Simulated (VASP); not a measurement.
Set up this calculation in VASP 6.6.1, as the native input.

* Task: single point
* Functional: PBEsol
* Potentials or basis: VASP PAW PBE potentials, release 64 (Ti_sv, Al)
* Cutoff: 520 eV
* k mesh: 12 × 12 × 12
* Occupations: gaussian, width 0.15 eV
* Spin: no spin polarisation
* Dipole correction: no
* Further INCAR settings: ALGO = Fast; EDIFF = 1e-06; NBANDS = 18

The structure of TiAl3 lies in POSCAR:

```
TiAl3
1.0
    3.9483448106      0.0000000000      0.0000000000
    0.0000000000      3.9483448106      0.0000000000
    0.0000000000      0.0000000000      3.9483448106
Ti Al
1 3
Direct
    0.0000000000      0.0000000000      0.0000000000
    0.4208529105      0.5000000000      0.0000000000
    0.4208529105      0.0000000000      0.5000000000
   -0.0791470895      0.5000000000      0.5000000000
```

This cell differs from its parent crystal: all Al atoms moved +0.312 Å, as atom 2 towards its neighbour atom 2 (Al) at 3.948 Å.

One way to write it, as run:

INCAR

```
SYSTEM = TiAl3
PREC     = Accurate       ! precision mode
ENCUT    = 520            ! plane-wave cutoff, eV
EDIFF    = 1E-6           ! SCF threshold, eV
ISMEAR   = 0              ! smearing method
SIGMA    = 0.15           ! smearing width, eV
LREAL    = .FALSE.        ! projectors in reciprocal space
LASPH    = .TRUE.         ! aspherical terms in the spheres
NELM     = 100            ! most SCF steps
ALGO     = Fast           ! electronic algorithm
ISIF     = 2              ! what is computed and relaxed
LWAVE    = .FALSE.        ! write WAVECAR
LCHARG   = .TRUE.         ! write CHGCAR
GGA      = PS             ! functional
LELF     = .TRUE.         ! ELF
LVHAR    = .TRUE.       
NBANDS   = 18             ! bands
```

KPOINTS

```
Automatic mesh
0
G
  12 12 12
  0 0 0
```

Potentials or basis: VASP PAW PBE potentials, release 64 (Ti_sv, Al).

The run is started by

```sh
$ cat potpaw_PBE.64/Ti_sv/POTCAR potpaw_PBE.64/Al/POTCAR > POTCAR
$ mpirun -np 1 vasp_std > vasp.out
```

It gave:

| Property | Result |
| --- | --- |
| Pressure | 3.3 GPa |
| Largest force | 2.951 eV/Å |
| Band gap on the k mesh | zero (an odd number of electrons rules out a gap without spin polarisation) |

Caveat: the cell differs from its parent crystal (all Al atoms moved +0.312 Å, as atom 2 towards its neighbour atom 2 (Al) at 3.948 Å); the cell stands under pressure; the PAW data sets were made with another functional, which shifts forces and pressure a little.

Wall time 6.3 min on 1 thread of AMD EPYC 9R14 (Zen 4), on a shared host, peak memory 0.29 GiB.
